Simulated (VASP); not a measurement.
# KZnCl3 (Pm-3m) in VASP: a series of runs, part 2 of 2

VASP 6.6.1. The steps go on from the part before.

## 3. Single point, PBE (strain +2.5%)

Input file INCAR:

```
ALGO = Normal
EDIFF = 1E-6
ENCUT = 520
GGA = PE
ISIF = 2
ISMEAR = -1
LASPH = True
LCHARG = False
LREAL = False
LWAVE = False
NBANDS = 29
NELM = 80
PREC = Accurate
SIGMA = 0.02
```

Input file KPOINTS:

```
k-points
0
Gamma
  6 6 6
```

Input file POSCAR:

```
KZnCl3
1.0
    5.0226179580      0.0000000000      0.0000000000
    0.0000000000      5.0226179580      0.0000000000
    0.0000000000      0.0000000000      5.0226179580
K Zn Cl
1 1 3
Direct
    0.0000000000      0.0000000000      0.0000000000
    0.5000000000      0.5000000000      0.5000000000
    0.5000000000      0.5000000000      0.0000000000
    0.5000000000      0.0000000000      0.5000000000
    0.0000000000      0.5000000000      0.5000000000
```

Potentials or basis: VASP PAW PBE potentials, release 64 (K_sv, Zn, Cl).

Launch:

```bash
$ cat potpaw_PBE.64/K_sv/POTCAR potpaw_PBE.64/Zn/POTCAR potpaw_PBE.64/Cl/POTCAR > POTCAR
$ mpirun -np 1 vasp_std > vasp.out
```

OUTCAR:

```text
EDIFF = 1E-6
   ENCUT = 520
   GGA = PE
   ISIF = 2
   ISMEAR = -1
   LASPH = True
   LREAL = False
   NELM = 80
   PREC = Accurate

 ion  position               nearest neighbor table
   1  0.000  0.000  0.000-
   2  0.500  0.500  0.500-   3 2.51   4 2.51   5 2.51   3 2.51   4 2.51   5 2.51
   3  0.500  0.500  0.000-   2 2.51   2 2.51
   4  0.500  0.000  0.500-   2 2.51   2 2.51
   5  0.000  0.500  0.500-   2 2.51   2 2.51

  LATTYP: Found a simple cubic cell.
 ALAT       =     5.0226179580

  Lattice vectors:

 A1 = (   5.0226179580,   0.0000000000,   0.0000000000)
 A2 = (   0.0000000000,   5.0226179580,   0.0000000000)
 A3 = (   0.0000000000,   0.0000000000,   5.0226179580)

Analysis of symmetry for initial positions (statically):
=====================================================================
 Subroutine PRICEL returns:
 Original cell was already a primitive cell.

 Routine SETGRP: Setting up the symmetry group for a
 simple cubic supercell.

 Subroutine GETGRP returns: Found 48 space group operations
 (whereof 48 operations were pure point group operations)
 out of a pool of 48 trial point group operations.

The static configuration has the point symmetry O_h .

Analysis of symmetry for dynamics (positions and initial velocities):
=====================================================================
 Subroutine PRICEL returns:
 Original cell was already a primitive cell.

 Routine SETGRP: Setting up the symmetry group for a
 simple cubic supercell.

 Subroutine GETGRP returns: Found 48 space group operations
 (whereof 48 operations were pure point group operations)
 out of a pool of 48 trial point group operations.

The dynamic configuration has the point symmetry O_h .

 Subroutine INISYM returns: Found 48 space group operations
 (whereof 48 operations are pure point group operations),
 and found     1 'primitive' translations

----------------------------------------------------------------------------------------

                                     Primitive cell

  volume of cell :     126.7040

  direct lattice vectors                    reciprocal lattice vectors
     5.022617958  0.000000000  0.000000000     0.199099356  0.000000000  0.000000000
     0.000000000  5.022617958  0.000000000     0.000000000  0.199099356  0.000000000
     0.000000000  0.000000000  5.022617958     0.000000000  0.000000000  0.199099356

  length of vectors
     5.022617958  5.022617958  5.022617958     0.199099356  0.199099356  0.199099356

  position of ions in fractional coordinates (direct lattice)
     0.000000000  0.000000000  0.000000000
     0.500000000  0.500000000  0.500000000
     0.500000000  0.500000000  0.000000000
     0.500000000  0.000000000  0.500000000
     0.000000000  0.500000000  0.500000000

  ion indices of the primitive-cell ions
   primitive index   ion index
                 1           1
                 2           2
                 3           3
                 4           4
                 5           5

----------------------------------------------------------------------------------------

 KPOINTS: k-points

Automatic generation of k-mesh.
 Grid dimensions read from file:
 generate k-points for:    6    6    6

 Generating k-lattice:

  Cartesian coordinates                     Fractional coordinates (reciprocal lattice)
     0.033183226  0.000000000  0.000000000     0.166666667  0.000000000  0.000000000
     0.000000000  0.033183226  0.000000000     0.000000000  0.166666667  0.000000000
     0.000000000  0.000000000  0.033183226     0.000000000  0.000000000  0.166666667

  Length of vectors
     0.033183226  0.033183226  0.033183226

  Shift w.r.t. Gamma in fractional coordinates (k-lattice)
     0.000000000  0.000000000  0.000000000

 Subroutine IBZKPT returns following result:
 ===========================================

 Found     20 irreducible k-points:

 Following reciprocal coordinates:
            Coordinates               Weight
  0.000000  0.000000  0.000000      1.000000
  0.166667  0.000000  0.000000      6.000000
  0.333333  0.000000  0.000000      6.000000
  0.500000  0.000000  0.000000      3.000000
  0.166667  0.166667  0.000000     12.000000
  0.333333  0.166667  0.000000     24.000000
[... 12 lines left out ...]
  0.500000  0.500000  0.333333      6.000000
  0.500000  0.500000  0.500000      1.000000
   k-points           NKPTS =     20   k-points in BZ     NKDIM =     20   number of bands    NBANDS=     29
   number of dos      NEDOS =    301   number of ions     NIONS =      5
   total plane-waves  NPLWV =  64000
   dimension x,y,z NGX =    40 NGY =   40 NGZ =   40
   dimension x,y,z NGXF=    80 NGYF=   80 NGZF=   80
   ions per type =               1   1   3
   NGX,Y,Z   is equivalent  to a cutoff of  13.24, 13.24, 13.24 a.u.
   NGXF,Y,Z  is equivalent  to a cutoff of  26.48, 26.48, 26.48 a.u.
 SYSTEM =  unknown system
   PREC   = accura    normal or accurate (medium, high low for compatibility)
   ISTART =      0    job   : 0-new  1-cont  2-samecut
   ICHARG =      2    charge: 1-file 2-atom 10-const
   ISPIN  =      1    spin polarized calculation?
   LNONCOLLINEAR =      F non collinear calculations
   LSORBIT =      F    spin-orbit coupling
   LASPH  =      T    aspherical Exc in radial PAW
   ENCUT  =  520.0 eV  38.22 Ry    6.18 a.u.   9.34  9.34  9.34*2*pi/ulx,y,z
   NELM   =     80;   NELMIN=  2; NELMDL= -5     # of ELM steps
   EDIFF  = 0.1E-05   stopping-criterion for ELM
   LREAL  =      F    real-space projection
   EDIFFG = 0.1E-04   stopping-criterion for IOM
   NSW    =      0    number of steps for IOM
   IBRION =     -1    ionic relax: 0-MD 1-quasi-New 2-CG
   NFREE  =      0    steps in history (QN), initial steepest desc. (CG)
   ISIF   =      2    stress and relaxation
   ISYM   =      2    0-nonsym 1-usesym 2-fastsym
   POTIM  = 0.5000    time-step for ionic-motion
   TEBEG  =    0.0;   TEEND  =   0.0 temperature during run
   PSTRESS=    0.0 pullay stress
   NELECT =      42.0000    total number of electrons
   NUPDOWN=      -1.0000    fix difference up-down
   EMIN   =  10.00;   EMAX   =-10.00  energy-range for DOS
   EFERMI =   0.00;   METHOD = LEGACY
   ISMEAR =    -1;   SIGMA  =   0.02  broadening in eV -4-tet -1-fermi 0-gaus
   EFERMI_NEDOS =   21; number of points for ismear=-14 and -15
   IALGO  =     38    algorithm
   IMIX   =      4    mixing-type and parameters
     AMIX     =   0.40;   BMIX     =  1.00
     AMIX_MAG =   1.60;   BMIX_MAG =  1.00
  volume/ion in A,a.u.               =      25.34       171.01
  Fermi-wavevector in a.u.,A,eV,Ry     =   1.132994  2.141049 17.465478  1.283676
  Thomas-Fermi vector in A             =   2.269696
   LORBIT       =      0    0 simple, 1 ext, 2 COOP (PROOUT), +10 PAW based schemes
   GGA     = PE    functional components
   LHFCALC =     F    Hartree Fock is set to
   AEXX    =    0.0000 exact exchange contribution
   IVDW    =     0    specifies the selected vdW correction
   LEPSILON=     F    determine dielectric tensor
   LRPA    =     F    only Hartree local field effects (RPA)
 non-spin polarized calculation
  energy-cutoff  :      520.00
  volume of cell :      126.70
 maximum number of plane-waves:      3448
 NGX is ok and might be reduce to    40
   NGX = 19   NGY = 19   NGZ = 19

 number of electron      42.0000024 magnetization

 Free energy of the ion-electron system (eV)
  ---------------------------------------------------
  ext. energy  EPLUGINS =         0.00000000
  ---------------------------------------------------
  free energy    TOTEN  =       -14.65567044 eV

  energy without entropy =      -14.65567044  energy(sigma->0) =      -14.65567044

 E-fermi :   0.0401     XC(G=0):  -8.4371

 val. band max:       -0.4207701182   @ k =   0.5000   0.5000   0.5000
 cond. band min:       0.9413014202   @ k =   0.0000   0.0000   0.0000
 fundamental gap:      1.3620715384
 Fermi energy:         0.0400697058

 k-point     1 :       0.0000    0.0000    0.0000
  band No.  band energies     occupation
      1     -28.3578      2.00000
      2     -14.1310      2.00000
      3     -13.2817      2.00000
      4     -13.2817      2.00000
      5     -11.8295      2.00000
      6     -11.8295      2.00000
[... 629 lines left out ...]
     28       8.7118      0.00000
     29       8.7118      0.00000

------------------------ aborting loop because EDIFF is reached ----------------------------------------

  FORCE on cell =-STRESS in cart. coord.  units (eV):
  Direction    XX          YY          ZZ          XY          YZ          ZX
  --------------------------------------------------------------------------------------
  -------------------------------------------------------------------------------------
  Total       -0.8462957     -0.8462957     -0.8462957     -0.0000000     -0.0000000     -0.0000000
  in kB      -10.7014417    -10.7014417    -10.7014417     -0.0000000     -0.0000000     -0.0000000
  external PRESSURE =     -10.7014417 kB  Pullay stress =       0.0000000 kB

 VOLUME and BASIS-vectors are now :
 -----------------------------------------------------------------------------
  energy-cutoff  :      520.00
  volume of cell :      126.70
      direct lattice vectors                 reciprocal lattice vectors
     5.022617958  0.000000000  0.000000000     0.199099356  0.000000000  0.000000000
     0.000000000  5.022617958  0.000000000     0.000000000  0.199099356  0.000000000
     0.000000000  0.000000000  5.022617958     0.000000000  0.000000000  0.199099356

 POSITION                                       TOTAL-FORCE (eV/Angst)
 -----------------------------------------------------------------------------------
      0.00000      0.00000      0.00000         0.000000      0.000000      0.000000
      2.51131      2.51131      2.51131         0.000000      0.000000      0.000000
      2.51131      2.51131      0.00000         0.000000      0.000000      0.000000
      2.51131      0.00000      2.51131         0.000000      0.000000      0.000000
      0.00000      2.51131      2.51131         0.000000      0.000000      0.000000
 -----------------------------------------------------------------------------------
    total drift:                               -0.000000      0.000000     -0.000000

  FREE ENERGIE OF THE ION-ELECTRON SYSTEM (eV)
  ---------------------------------------------------
  free  energy   TOTEN  =       -14.6556704388 eV

  energy  without entropy=      -14.6556704388  energy(sigma->0) =      -14.65567044
```

OSZICAR:

```text
N       E                     dE             d eps       ncg     rms          rms(c)
DAV:   1     0.347765003524E+03    0.34777E+03   -0.19087E+04  1160   0.143E+03
DAV:   2     0.199586105003E+02   -0.32781E+03   -0.31355E+03  1361   0.344E+02
DAV:   3    -0.146003900457E+02   -0.34559E+02   -0.34335E+02  1362   0.112E+02
DAV:   4    -0.156674680740E+02   -0.10671E+01   -0.10647E+01  1860   0.195E+01
DAV:   5    -0.156880996668E+02   -0.20632E-01   -0.20621E-01  1659   0.212E+00    0.647E+00
DAV:   6    -0.147286628154E+02    0.95944E+00   -0.14947E+00  1697   0.376E+01    0.497E+00
DAV:   7    -0.146602802262E+02    0.68383E-01   -0.15221E+00  1515   0.685E+00    0.266E+00
DAV:   8    -0.146577221899E+02    0.25580E-02   -0.19231E-01  1595   0.462E+00    0.850E-01
DAV:   9    -0.146552693976E+02    0.24528E-02   -0.28936E-02  1638   0.326E+00    0.148E-01
DAV:  10    -0.146554812979E+02   -0.21190E-03   -0.47400E-03  1523   0.764E-01    0.748E-02
DAV:  11    -0.146557037567E+02   -0.22246E-03   -0.76076E-04  1641   0.305E-01    0.358E-02
DAV:  12    -0.146556681526E+02    0.35604E-04   -0.38474E-04  1615   0.258E-01    0.954E-03
DAV:  13    -0.146556709961E+02   -0.28435E-05   -0.26290E-05  1467   0.398E-02    0.511E-03
DAV:  14    -0.146556704388E+02    0.55736E-06   -0.24450E-06  1409   0.827E-03
   1 F= -.14655670E+02 E0= -.14655670E+02  d E =-.543786E-11
```

Run time: 34 s. Hardware: 1 thread of Intel Xeon 6975P-C (Granite Rapids), shared host; peak memory 0.27 GiB.

What came out:

- Free energy: -14.6557 eV
- Pressure: -1.1 GPa
- Band gap on the k mesh: 1.36 eV (least direct gap 1.82 eV)

Caveat: the cell differs from its parent crystal (strain +2.5%). A k mesh can miss the band edges.
